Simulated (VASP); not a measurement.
# Sb (Fd-3m) in VASP: relaxation of cell and atoms with LDA

Aim: the relaxation of cell and atoms of Sb with LDA.

Everything below comes from runs of VASP 6.6.1. Logs are shortened: lines on timing, memory, paths and dates and some standing lists are left out, and cuts for length are marked.

## (1) The cell of the first run

Symmetry: Fd-3m, No. 227, cubic system. The conventional cell has a = 6.542 Å, b = 6.542 Å, c = 6.542 Å, α = 90.00°, β = 90.00°, γ = 90.00°. Within 3.7 Å of Sb (site symmetry -43m) lie 4 Sb at 2.83 Å.

This isn't the form of Sb at room conditions, which is rhombohedral.

## (2) Relaxation of cell and atoms, LDA

Input file INCAR:

```
PREC = Accurate
ENCUT = 500
EDIFF = 1E-7
ISMEAR = -1
SIGMA = 0.1
LREAL = F
LASPH = T
NELM = 120
ALGO = Normal
ISIF = 3
LWAVE = F
LCHARG = F
IBRION = 2
NSW = 60
EDIFFG = -0.005
GGA_COMPAT = F
NELMIN = 4
```

Input file KPOINTS:

```
regular mesh
0
Gamma
  10 10 10
```

Input file POSCAR:

```
Sb
1.0
    0.0000000000      3.2710663102      3.2710663102
    3.2710663102      0.0000000000      3.2710663102
    3.2710663102      3.2710663102      0.0000000000
Sb
2
Direct
   -0.1250000000     -0.1250000000     -0.1250000000
    0.1250000000      0.1250000000      0.1250000000
```

Potentials or basis: VASP PAW LDA potentials, release 64 (Sb_d_GW).

On the command line:

```sh
> cat potpaw_LDA.64/Sb_d_GW/POTCAR > POTCAR
> mpirun -np 1 vasp_std > vasp.out
```

OUTCAR:

```text
PREC = Accurate
   ENCUT = 500
   EDIFF = 1E-7
   ISMEAR = -1
   LREAL = F
   LASPH = T
   NELM = 120
   ISIF = 3
   IBRION = 2
   NSW = 60
   EDIFFG = -0.005
   NELMIN = 4

 ion  position               nearest neighbor table
   1  0.875  0.875  0.875-   2 2.83   2 2.83   2 2.83   2 2.83
   2  0.125  0.125  0.125-   1 2.83   1 2.83   1 2.83   1 2.83

  LATTYP: Found a face centered cubic cell.
 ALAT       =     6.5421326204

  Lattice vectors:

 A1 = (   0.0000000000,   3.2710663102,   3.2710663102)
 A2 = (   3.2710663102,   0.0000000000,   3.2710663102)
 A3 = (   3.2710663102,   3.2710663102,   0.0000000000)

Analysis of symmetry for initial positions (statically):
=====================================================================
 Subroutine PRICEL returns:
 Original cell was already a primitive cell.

 Routine SETGRP: Setting up the symmetry group for a
 face centered cubic supercell.

 Subroutine GETGRP returns: Found 48 space group operations
 (whereof 12 operations were pure point group operations)
 out of a pool of 48 trial point group operations.

The static configuration has the point symmetry D_3d.
 The point group associated with its full space group is O_h .

Analysis of symmetry for dynamics (positions and initial velocities):
=====================================================================
 Subroutine PRICEL returns:
 Original cell was already a primitive cell.

 Routine SETGRP: Setting up the symmetry group for a
 face centered cubic supercell.

 Subroutine GETGRP returns: Found 48 space group operations
 (whereof 12 operations were pure point group operations)
 out of a pool of 48 trial point group operations.

The dynamic configuration has the point symmetry D_3d.
 The point group associated with its full space group is O_h .

 Subroutine INISYM returns: Found 48 space group operations
 (whereof 12 operations are pure point group operations),
 and found     1 'primitive' translations

----------------------------------------------------------------------------------------

                                     Primitive cell

  volume of cell :      70.0000

  direct lattice vectors                    reciprocal lattice vectors
     0.000000000  3.271066310  3.271066310    -0.152855354  0.152855354  0.152855354
     3.271066310  0.000000000  3.271066310     0.152855354 -0.152855354  0.152855354
     3.271066310  3.271066310  0.000000000     0.152855354  0.152855354 -0.152855354

  length of vectors
     4.625986339  4.625986339  4.625986339     0.264753240  0.264753240  0.264753240

  position of ions in fractional coordinates (direct lattice)
     0.875000000  0.875000000  0.875000000
     0.125000000  0.125000000  0.125000000

  ion indices of the primitive-cell ions
   primitive index   ion index
                 1           1
                 2           2

----------------------------------------------------------------------------------------

 KPOINTS: regular mesh

Automatic generation of k-mesh.
 Grid dimensions read from file:
 generate k-points for:   10   10   10

 Generating k-lattice:

  Cartesian coordinates                     Fractional coordinates (reciprocal lattice)
    -0.015285535  0.015285535  0.015285535     0.100000000  0.000000000  0.000000000
     0.015285535 -0.015285535  0.015285535     0.000000000  0.100000000  0.000000000
     0.015285535  0.015285535 -0.015285535     0.000000000  0.000000000  0.100000000

  Length of vectors
     0.026475324  0.026475324  0.026475324

  Shift w.r.t. Gamma in fractional coordinates (k-lattice)
     0.000000000  0.000000000  0.000000000

 Subroutine IBZKPT returns following result:
 ===========================================

 Found     47 irreducible k-points:

 Following reciprocal coordinates:
            Coordinates               Weight
  0.000000  0.000000  0.000000      1.000000
  0.100000  0.000000  0.000000      8.000000
  0.200000  0.000000  0.000000      8.000000
  0.300000  0.000000  0.000000      8.000000
  0.400000  0.000000  0.000000      8.000000
  0.500000  0.000000  0.000000      4.000000
[... 16 lines left out ...]
  0.300000  0.300000  0.000000      6.000000
  0.400000  0.300000  0.000000     24.000000
 [... further k-points ...]
   k-points           NKPTS =     47   k-points in BZ     NKDIM =     47   number of bands    NBANDS=     19
   number of dos      NEDOS =    301   number of ions     NIONS =      2
   total plane-waves  NPLWV =  46656
   dimension x,y,z NGX =    36 NGY =   36 NGZ =   36
   dimension x,y,z NGXF=    72 NGYF=   72 NGZF=   72
   ions per type =               2
   NGX,Y,Z   is equivalent  to a cutoff of  12.94, 12.94, 12.94 a.u.
   NGXF,Y,Z  is equivalent  to a cutoff of  25.87, 25.87, 25.87 a.u.
 SYSTEM =  unknown system
   PREC   = accura    normal or accurate (medium, high low for compatibility)
   ISTART =      0    job   : 0-new  1-cont  2-samecut
   ICHARG =      2    charge: 1-file 2-atom 10-const
   ISPIN  =      1    spin polarized calculation?
   LNONCOLLINEAR =      F non collinear calculations
   LSORBIT =      F    spin-orbit coupling
   LASPH  =      T    aspherical Exc in radial PAW
   ENCUT  =  500.0 eV  36.75 Ry    6.06 a.u.   8.43  8.43  8.43*2*pi/ulx,y,z
   NELM   =    120;   NELMIN=  4; NELMDL= -5     # of ELM steps
   EDIFF  = 0.1E-06   stopping-criterion for ELM
   LREAL  =      F    real-space projection
   EDIFFG = -.5E-02   stopping-criterion for IOM
   NSW    =     60    number of steps for IOM
   IBRION =      2    ionic relax: 0-MD 1-quasi-New 2-CG
   NFREE  =      1    steps in history (QN), initial steepest desc. (CG)
   ISIF   =      3    stress and relaxation
   ISYM   =      2    0-nonsym 1-usesym 2-fastsym
   POTIM  = 0.5000    time-step for ionic-motion
   TEBEG  =    0.0;   TEEND  =   0.0 temperature during run
   PSTRESS=    0.0 pullay stress
   NELECT =      30.0000    total number of electrons
   NUPDOWN=      -1.0000    fix difference up-down
   EMIN   =  10.00;   EMAX   =-10.00  energy-range for DOS
   EFERMI =   0.00;   METHOD = LEGACY
   ISMEAR =    -1;   SIGMA  =   0.10  broadening in eV -4-tet -1-fermi 0-gaus
   EFERMI_NEDOS =   21; number of points for ismear=-14 and -15
   IALGO  =     38    algorithm
   IMIX   =      4    mixing-type and parameters
     AMIX     =   0.40;   BMIX     =  1.00
     AMIX_MAG =   1.60;   BMIX_MAG =  1.00
  volume/ion in A,a.u.               =      35.00       236.19
  Fermi-wavevector in a.u.,A,eV,Ry     =   1.234286  2.332463 20.727967  1.523463
  Thomas-Fermi vector in A             =   2.368982
   LORBIT       =      0    0 simple, 1 ext, 2 COOP (PROOUT), +10 PAW based schemes
   GGA     = CA    functional components
   LHFCALC =     F    Hartree Fock is set to
   AEXX    =    0.0000 exact exchange contribution
   IVDW    =     0    specifies the selected vdW correction
   LEPSILON=     F    determine dielectric tensor
   LRPA    =     F    only Hartree local field effects (RPA)
 conjugate gradient relaxation of ions
 non-spin polarized calculation
  energy-cutoff  :      500.00
  volume of cell :       70.00
 maximum number of plane-waves:      1807
 NGX is ok and might be reduce to    36
   NGX = 17   NGY = 17   NGZ = 17

--------------------------------------- Ionic step        1  -------------------------------------------

 number of electron      29.9999982 magnetization

 Free energy of the ion-electron system (eV)
  ---------------------------------------------------
  ext. energy  EPLUGINS =         0.00000000
  ---------------------------------------------------
  free energy    TOTEN  =        -8.68316780 eV

  energy without entropy =       -8.63546767  energy(sigma->0) =       -8.65931774

------------------------ aborting loop because EDIFF is reached ----------------------------------------

  FORCE on cell =-STRESS in cart. coord.  units (eV):
  Direction    XX          YY          ZZ          XY          YZ          ZX
  --------------------------------------------------------------------------------------
  -------------------------------------------------------------------------------------
  Total        2.5482581      2.5482581      2.5482581      0.0000000     -0.0000000      0.0000000
  in kB       58.3251625     58.3251625     58.3251625      0.0000000     -0.0000000      0.0000000
  external PRESSURE =      58.3251625 kB  Pullay stress =       0.0000000 kB
[... 57 lines left out ...]
  energy  without entropy=       -8.7625836517  energy(sigma->0) =       -8.78414279

--------------------------------------- Ionic step        3  -------------------------------------------

 number of electron      29.9999975 magnetization

 Free energy of the ion-electron system (eV)
  ---------------------------------------------------
  ext. energy  EPLUGINS =         0.00000000
  ---------------------------------------------------
  free energy    TOTEN  =        -8.83367315 eV

  energy without entropy =       -8.78917430  energy(sigma->0) =       -8.81142372

 E-fermi :   2.8021     XC(G=0):  -8.7562

 val. band max:        2.7942747190   @ k =   0.3000   0.2000   0.0000
 cond. band min:       2.8386976985   @ k =   0.4000   0.3000   0.1000
 fundamental gap:      0.0444229795
 Fermi energy:         2.8021287632

 k-point     1 :       0.0000    0.0000    0.0000
  band No.  band energies     occupation
      1     -26.3065      2.00000
      2     -26.3065      2.00000
      3     -26.3065      2.00000
      4     -26.2744      2.00000
      5     -26.2744      2.00000
      6     -26.1686      2.00000
[... 11 lines left out ...]
     18       3.3438      0.00885
     19       6.6786      0.00000
[... 489 lines left out ...]
      3     -26.2869      2.00000
      4     -26.2451      2.00000
      5     -26.2288      2.00000
      6     -26.2255      2.00000
[... 11 lines left out ...]
     18       6.1980      0.00000
     19       7.9806      0.00000

 [... further k-points ...]

------------------------ aborting loop because EDIFF is reached ----------------------------------------

  FORCE on cell =-STRESS in cart. coord.  units (eV):
  Direction    XX          YY          ZZ          XY          YZ          ZX
  --------------------------------------------------------------------------------------
  -------------------------------------------------------------------------------------
  Total        0.0016706      0.0016706      0.0016706      0.0000000      0.0000000      0.0000000
  in kB        0.0338289      0.0338289      0.0338289      0.0000000      0.0000000      0.0000000
  external PRESSURE =       0.0338289 kB  Pullay stress =       0.0000000 kB
[... 17 lines left out ...]
  FREE ENERGIE OF THE ION-ELECTRON SYSTEM (eV)
  ---------------------------------------------------
  free  energy   TOTEN  =        -8.8336731451 eV

  energy  without entropy=       -8.7891743048  energy(sigma->0) =       -8.81142372

 reached required accuracy - stopping structural energy minimisation
```

It took 12 min on 1 thread of AMD EPYC 7R43 (Zen 3), shared host; peak memory 0.18 GiB.

Results:

| Item | Value |
| --- | --- |
| Free energy | -8.8337 eV |
| Relaxed volume | 39.56 Å³/atom |
| Relaxed cell | a = 4.819 Å, b = 4.819 Å, c = 4.819 Å, α = 60.00°, β = 60.00°, γ = 60.00° |
| Space group after relaxing (to 0.1 Å) | Fd-3m (No. 227) |
| Energy gained by relaxing | 75.3 meV/atom |
| Ionic steps | 3 |
| Pressure after relaxing | 0.0 GPa |
| Band gap on the k mesh | zero (bands 15 and 16 overlap by 1.22 eV) |

The path:
| step | energy change (eV) | largest force (eV/Å) | pressure (GPa) | volume (Å³) |
| --- | --- | --- | --- | --- |
| 1 | 0.0000 | 0.0000 | 5.83 | 70.00 |
| 2 | -0.1225 | 0.0000 | -1.85 | 83.72 |
| 3 | -0.1505 | 0.0000 | 0.00 | 79.12 |

Final structure:
```xyz
2
Lattice="0.0000 3.4074 3.4074 3.4074 0.0000 3.4074 3.4074 3.4074 0.0000" Properties=species:S:1:pos:R:3 pbc="T T T"
Sb    5.9629    5.9629    5.9629
Sb    0.8518    0.8518    0.8518
```

Caveat: spin-orbit coupling is left out, which moves the levels of the heavy elements.

The gap in the log of VASP goes by the Fermi energy; the results here count the filled bands.